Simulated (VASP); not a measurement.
# La (P6_3/mmc) in VASP: a series of runs, part 2 of 2

VASP 6.6.1. Earlier steps stand in the parts before.

## Step 4: Single point, RPBE (38.29 Å³/atom)

This run uses another cell than the first one, of 38.29 Å³/atom.

Contents of INCAR:

```
  PREC = Accurate
  ENCUT = 520
  EDIFF = 1E-6
  ISMEAR = -1
  SIGMA = 0.1
  LREAL = False
  LASPH = True
  NELM = 80
  ALGO = Normal
  ISIF = 2
  LWAVE = False
  LCHARG = True
  GGA = RP
  LELF = True
  LVHAR = True
  NBANDS = 18
```

Contents of KPOINTS:

```
regular mesh
0
Gamma
  11 11 6
```

Contents of POSCAR:

```
La
1.0
    3.8076878839      0.0000000000      0.0000000000
   -1.9038439419      3.2975544371      0.0000000000
    0.0000000000      0.0000000000      6.0995191323
La
2
Direct
    0.3333333333      0.6666666667      0.2500000000
    0.6666666667      0.3333333333      0.7500000000
```

Started as:

```console
$ cat potpaw_PBE.64/La/POTCAR > POTCAR
$ mpirun -np 1 vasp_std > vasp.out
```

Wall time 69 s (1 thread of AMD EPYC 9R45 (Zen 5), shared host); peak memory 0.21 GiB.

Results (log left out):

| Property | Result |
| --- | --- |
| Free energy | -9.1033 eV |
| Pressure | 1.0 GPa |
| Band gap on the k mesh | zero (bands 11 and 12 overlap by 1.44 eV) |

Levels at points of the mesh, in eV from the Fermi level:
```csv
k point,band 9,band 10,band 11,band 12,band 13,band 14
"(0.00, 0.00, 0.00)",-3.17,-1.70,1.12,1.30,1.30,1.51
"(0.00, 0.00, 0.50)",-1.87,-1.87,0.59,0.59,1.34,1.34
```

Caveat: the PAW data sets were made with another functional, which shifts forces and pressure a little; spin-orbit coupling is left out, which moves the levels of the heavy elements.

## Step 5: Single point, RPBE (39.89 Å³/atom)

This run uses another cell than the first one, of 39.89 Å³/atom.

Contents of INCAR:

```
PREC = Accurate
ENCUT = 520
EDIFF = 1E-6
ISMEAR = -1
SIGMA = 0.1
LREAL = F
LASPH = T
NELM = 100
ALGO = Normal
ISIF = 2
LWAVE = F
LCHARG = F
GGA = RP
NBANDS = 18
```

KPOINTS is that of step 4.

Contents of POSCAR:

```
La
1.0
    3.8598544743      0.0000000000      0.0000000000
   -1.9299272371      3.3427320297      0.0000000000
    0.0000000000      0.0000000000      6.1830845731
La
2
Direct
    0.3333333333      0.6666666667      0.2500000000
    0.6666666667      0.3333333333      0.7500000000
```

Started as:

```console
$ cat potpaw_PBE.64/La/POTCAR > POTCAR
$ mpirun -np 1 vasp_std > vasp.out
```

It took 70 s on 1 thread of AMD EPYC 9R45 (Zen 5), shared host; peak memory 0.23 GiB.

Results (log left out):

```
Free energy            : -9.1134 eV
Pressure               : 0.0 GPa
Band gap on the k mesh : zero (bands 11 and 12 overlap by 1.38 eV)
```

Levels at points of the mesh, in eV from the Fermi level:
| k point | band 8 | band 9 | band 10 | band 11 | band 12 | band 13 | band 14 | band 15 |
| --- | --- | --- | --- | --- | --- | --- | --- | --- |
| (0.00, 0.00, 0.00) | -16.09 | -3.19 | -1.65 | 1.10 | 1.28 | 1.28 | 1.45 | 1.53 |
| (0.00, 0.00, 0.50) | -16.21 | -1.91 | -1.91 | 0.56 | 0.56 | 1.32 | 1.32 | 1.32 |

Caveat: the PAW data sets were made with another functional, which shifts forces and pressure a little; spin-orbit coupling is left out, which moves the levels of the heavy elements.

## Step 6: Single point, RPBE (41.48 Å³/atom)

This run uses another cell than the first one, of 41.48 Å³/atom.

Edit INCAR of step 5 so:

```diff
@@ -7,3 +7,3 @@
 LASPH = T
-NELM = 100
+NELM = 80
 ALGO = Normal
```

Contents of KPOINTS:

```
Automatic mesh
0
Gamma
  11 11 6
```

Contents of POSCAR:

```
La
1.0
    3.9106478580      0.0000000000      0.0000000000
   -1.9553239290      3.3867203903      0.0000000000
    0.0000000000      0.0000000000      6.2644502798
La
2
Direct
    0.3333333333      0.6666666667      0.2500000000
    0.6666666667      0.3333333333      0.7500000000
```

Potentials or basis: VASP PAW PBE potentials, release 64 (La).

Started as:

```console
$ cat potpaw_PBE.64/La/POTCAR > POTCAR
$ mpirun -np 1 vasp_std > vasp.out
```

Wall time 71 s (1 thread of AMD EPYC 9R45 (Zen 5), shared host); peak memory 0.23 GiB.

It converged, with:

- Free energy: -9.1047 eV
- Pressure: -0.9 GPa
- Band gap on the k mesh: zero (bands 11 and 12 overlap by 1.33 eV)

Stress tensor (GPa, compression positive):
```
-0.85  0.00  0.00
 0.00 -0.85  0.00
 0.00  0.00 -0.99
```

Levels at points of the mesh, in eV from the Fermi level:
```
           k point  band 7  band 8  band 9  band 10  band 11  band 12  band 13  band 14  band 15  band 16
(0.00, 0.00, 0.00)  -16.25  -16.21   -3.20    -1.61     1.07     1.25     1.25     1.38     1.45     1.46
(0.00, 0.00, 0.50)  -16.32  -16.32   -1.95    -1.95     0.54     0.54     1.30     1.30     1.30     1.30
```

Caveat: the PAW data sets were made with another functional, which shifts forces and pressure a little; spin-orbit coupling is left out, which moves the levels of the heavy elements.

## Step 7: Summary

```csv
cell,gap on the mesh (eV),pressure (GPa)
"a = 3.699, b = 3.699, c = 5.925 Å, angles 90.0, 90.0, 120.0°, 2 atoms",none,3.5
"a = 3.754, b = 3.754, c = 6.014 Å, angles 90.0, 90.0, 120.0°, 2 atoms",none,2.2
"a = 3.808, b = 3.808, c = 6.100 Å, angles 90.0, 90.0, 120.0°, 2 atoms",none,1.0
"a = 3.860, b = 3.860, c = 6.183 Å, angles 90.0, 90.0, 120.0°, 2 atoms",none,0.0
"a = 3.911, b = 3.911, c = 6.264 Å, angles 90.0, 90.0, 120.0°, 2 atoms",none,-0.9
```

Alike in all rows: task single point; level RPBE; potentials or basis VASP PAW PBE potentials, release 64 (La); no spin polarisation; k mesh 11 × 11 × 6; cutoff (eV) 520; smearing fermi-dirac 0.1 eV.

Caveats: the PAW data sets were made with another functional, which shifts forces and pressure a little; spin-orbit coupling is left out, which moves the levels of the heavy elements; the cell stands under pressure (at least some runs).

Absolute energies hang on the potentials; compare differences alone.
